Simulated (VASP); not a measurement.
# GaS2 (R3m) in VASP: further runs, part 2 of 2

VASP 6.6.1.

### Step 4. Relaxation of cell and atoms, PBE

INCAR

```
SYSTEM = GaS2
PREC = Accurate
ENCUT = 600
EDIFF = 1E-7
ISMEAR = 0
SIGMA = 0.1
LREAL = .FALSE.
LASPH = .TRUE.
NELM = 60
ALGO = Normal
ISIF = 3
LWAVE = .FALSE.
LCHARG = .FALSE.
GGA = PE
IBRION = 2
NSW = 90
EDIFFG = -0.04
```

KPOINTS

```
regular mesh
0
G
  6 6 6
  0 0 0
```

POSCAR

```
GaS2
1.0
    1.6074957484      0.9280881030      6.2239802215
   -1.6074957484      0.9280881030      6.2239802215
    0.0000000000     -1.8561762061      6.2239802215
Ga S
1 2
Direct
    0.0000000000      0.0000000000      0.0000000000
    0.7484000000      0.7484000000      0.7484000000
    0.5849000000      0.5849000000      0.5849000000
```

Potentials or basis: VASP PAW PBE potentials, release 64 (Ga_d, S).

Launch:

```console
$ cat potpaw_PBE.64/Ga_d/POTCAR potpaw_PBE.64/S/POTCAR > POTCAR
$ mpirun -np 1 vasp_std > vasp.out
```

OUTCAR:

```text
SYSTEM = GaS2
   PREC = Accurate
   ENCUT = 600
   EDIFF = 1E-7
   ISMEAR = 0
   LREAL = .FALSE.
   LASPH = .TRUE.
   NELM = 60
   ISIF = 3
   GGA = PE
   IBRION = 2
   NSW = 90
   EDIFFG = -0.04

 ion  position               nearest neighbor table
   1  0.000  0.000  0.000-   2 2.40   2 2.40   2 2.40   3 2.40   3 2.40   3 2.40
   2  0.748  0.748  0.748-   1 2.40   1 2.40   1 2.40
   3  0.585  0.585  0.585-   1 2.40   1 2.40   1 2.40

  LATTYP: Found a trigonal (rhomboedric) cell.
 ALAT       =     6.4948687366
 COS(alpha) =     0.8774851014

  Lattice vectors:

 A1 = (   1.6074957484,   0.9280881030,   6.2239802215)
 A2 = (  -1.6074957484,   0.9280881030,   6.2239802215)
 A3 = (   0.0000000000,  -1.8561762061,   6.2239802215)

Analysis of symmetry for initial positions (statically):
=====================================================================
 Subroutine PRICEL returns:
 Original cell was already a primitive cell.

 Routine SETGRP: Setting up the symmetry group for a
 trigonal (rhombohedral) supercell.

 Subroutine GETGRP returns: Found  6 space group operations
 (whereof  6 operations were pure point group operations)
 out of a pool of 12 trial point group operations.

The static configuration has the point symmetry C_3v.

Analysis of symmetry for dynamics (positions and initial velocities):
=====================================================================
 Subroutine PRICEL returns:
 Original cell was already a primitive cell.

 Routine SETGRP: Setting up the symmetry group for a
 trigonal (rhombohedral) supercell.

 Subroutine GETGRP returns: Found  6 space group operations
 (whereof  6 operations were pure point group operations)
 out of a pool of 12 trial point group operations.

The dynamic configuration has the point symmetry C_3v.

 Subroutine INISYM returns: Found  6 space group operations
 (whereof  6 operations are pure point group operations),
 and found     1 'primitive' translations

----------------------------------------------------------------------------------------

                                     Primitive cell

[... 109 lines left out ...]
   IALGO  =     38    algorithm
   IMIX   =      4    mixing-type and parameters
     AMIX     =   0.40;   BMIX     =  1.00
     AMIX_MAG =   1.60;   BMIX_MAG =  1.00
  volume/ion in A,a.u.               =      18.57       125.32
  Fermi-wavevector in a.u.,A,eV,Ry     =   1.253339  2.368468 21.372841  1.570859
  Thomas-Fermi vector in A             =   2.387197
   LORBIT       =      0    0 simple, 1 ext, 2 COOP (PROOUT), +10 PAW based schemes
   GGA     = PE    functional components
   LHFCALC =     F    Hartree Fock is set to
   AEXX    =    0.0000 exact exchange contribution
   IVDW    =     0    specifies the selected vdW correction
   LEPSILON=     F    determine dielectric tensor
   LRPA    =     F    only Hartree local field effects (RPA)
 conjugate gradient relaxation of ions
 non-spin polarized calculation
 Gauss-broadening in eV      SIGMA  =   0.10
  energy-cutoff  :      600.00
  volume of cell :       55.71
 maximum number of plane-waves:      1877
 NGX is ok and might be reduce to    54
   NGX = 25   NGY = 25   NGZ = 25

--------------------------------------- Ionic step        1  -------------------------------------------

 number of electron      24.9999997 magnetization

 Free energy of the ion-electron system (eV)
  ---------------------------------------------------
  ext. energy  EPLUGINS =         0.00000000
  ---------------------------------------------------
  free energy    TOTEN  =       -10.88964862 eV

  energy without entropy =      -10.87410982  energy(sigma->0) =      -10.88187922

------------------------ aborting loop because EDIFF is reached ----------------------------------------

  FORCE on cell =-STRESS in cart. coord.  units (eV):
  Direction    XX          YY          ZZ          XY          YZ          ZX
  --------------------------------------------------------------------------------------
  -------------------------------------------------------------------------------------
  Total        3.5227401      3.5227401      2.1936835      0.0000000     -0.0000000      0.0000000
  in kB      101.3054227    101.3054227     63.0849923      0.0000000     -0.0000000      0.0000000
  external PRESSURE =      88.5652792 kB  Pullay stress =       0.0000000 kB
[... 1013 lines left out ...]
      5     -10.4563      2.00000
      6      -8.4553      2.00000
[... 8 lines left out ...]
     15       8.7627      0.00000
     16      10.2690      0.00000

 [... further k-points ...]

[... ionic steps 4 to 16 ...]

--------------------------------------- Ionic step       17  -------------------------------------------

 number of electron      25.0000002 magnetization

------------------------ aborting loop because EDIFF is reached ----------------------------------------
[... 69 lines left out ...]
--------------------------------------- Ionic step       19  -------------------------------------------

 number of electron      25.0000002 magnetization

 Free energy of the ion-electron system (eV)
  ---------------------------------------------------
  ext. energy  EPLUGINS =         0.00000000
  ---------------------------------------------------
  free energy    TOTEN  =       -11.30973812 eV

  energy without entropy =      -11.30115165  energy(sigma->0) =      -11.30544488

 E-fermi :   4.9306     XC(G=0): -10.2997

 val. band max:        4.9300077349   @ k =  -0.3333   0.1667   0.1667
 cond. band min:       4.9990320737   @ k =   0.3333   0.3333   0.0000
 fundamental gap:      0.0690243388
 Fermi energy:         4.9305935578
[... 486 lines left out ...]
  FREE ENERGIE OF THE ION-ELECTRON SYSTEM (eV)
  ---------------------------------------------------
  free  energy   TOTEN  =       -11.3097381170 eV

  energy  without entropy=      -11.3011516457  energy(sigma->0) =      -11.30544488

 reached required accuracy - stopping structural energy minimisation
```

Run time: 14 min. Hardware: 1 thread of Intel Xeon 6975P-C (Granite Rapids), shared host; peak memory 0.45 GiB.

Results:

```
Free energy                            : -11.3097 eV
Relaxed volume                         : 18.70 Å³/atom
Relaxed cell                           : a = 5.626 Å, b = 5.626 Å, c = 5.626 Å, α = 36.39°, β = 36.39°, γ = 36.39°
Space group after relaxing (to 0.05 Å) : R3m (No. 160)
Energy gained by relaxing              : 140.0 meV/atom
Ionic steps                            : 19
Pressure after relaxing                : 0.1 GPa
Largest force after relaxing           : 0.025 eV/Å
```

Forces in eV/Å, atoms in the order of the input:
```
Ga   0.000  0.000  0.009
S    0.000  0.000  0.016
S    0.000  0.000 -0.025
```

The path:
```tsv
step	energy change (eV)	largest force (eV/Å)	pressure (GPa)	volume (Å³)
1	0.0000	0.5979	8.86	55.71
2	-0.1052	0.8626	-3.67	64.40
3	-0.1503	0.4092	-0.02	61.03
4	-0.2056	0.4353	-0.17	61.84
5	-0.2999	0.1313	-0.51	64.08
6	-0.3024	0.3162	-0.53	64.60
7	-0.3034	0.2292	-0.53	64.38
8	-0.3175	0.3489	-0.24	63.55
9	-0.3279	0.6212	0.45	62.06
10	-0.3329	0.5978	0.32	61.89
11	-0.3465	0.5328	-0.01	61.40
12	-0.3682	0.4219	-0.60	60.41
13	-0.3797	0.2147	-1.16	58.38
14	-0.3819	0.2808	-1.03	58.97
15	-0.3986	0.1936	-0.85	58.27
16	-0.4196	0.0255	-0.14	56.18
17	-0.4198	0.0118	-0.22	56.36
18	-0.4198	0.0124	-0.20	56.31
19	-0.4201	0.0254	0.07	56.09
```

Final structure:
```
CELL_PARAMETERS angstrom
1.75661 1.01418 5.24747
-1.75661 1.01418 5.24747
0.00000 -2.02836 5.24747
ATOMIC_POSITIONS crystal
Ga 0.00054 0.00054 0.00054
S 0.75835 0.75835 0.75835
S 0.57441 0.57441 0.57441
```

Levels at points of the mesh, in eV from the Fermi level:
```csv
k point,band 9,band 10,band 11,band 12,band 13,band 14,band 15,band 16
"(0.00, 0.00, 0.00)",-0.82,-0.82,-0.31,-0.31,0.68,1.49,5.83,5.83
"(0.50, 0.00, 0.00)",-4.83,-3.06,-2.12,-1.29,-0.43,1.80,3.51,5.63
"(0.50, 0.50, 0.00)",-4.85,-2.83,-2.74,-0.94,-0.17,2.18,4.48,5.91
"(0.50, 0.50, 0.50)",-2.34,-1.23,-1.23,0.28,0.28,2.50,5.57,5.57
```

Caveat: the k points lie up to 0.35 Å⁻¹ apart in the final cell.

### Step 5. Overview

| task | cell | cutoff (eV) | gap on the mesh (eV) | pressure (GPa) | largest force (eV/Å) |
| --- | --- | --- | --- | --- | --- |
| single point | a = 6.495 Å, angles 28.7°, 3 atoms | 520 | none | 8.8 | 0.60 |
| single point | a = 5.614 Å, angles 36.4°, 3 atoms | 520 | none | 0.1 | 0.02 |
| relaxation of cell and atoms | relaxed from a = 6.495 Å, angles 28.7°, 3 atoms | 600 | none | 0.1 | 0.03 |

Alike in all rows: level PBE; potentials or basis VASP PAW PBE potentials, release 64 (Ga_d, S); no spin polarisation; k mesh 6 × 6 × 6; smearing gaussian 0.1 eV.

Caveats: some runs use coarse meshes.

Total energies depend on the potentials used, so only differences within one code and one set of settings carry meaning.
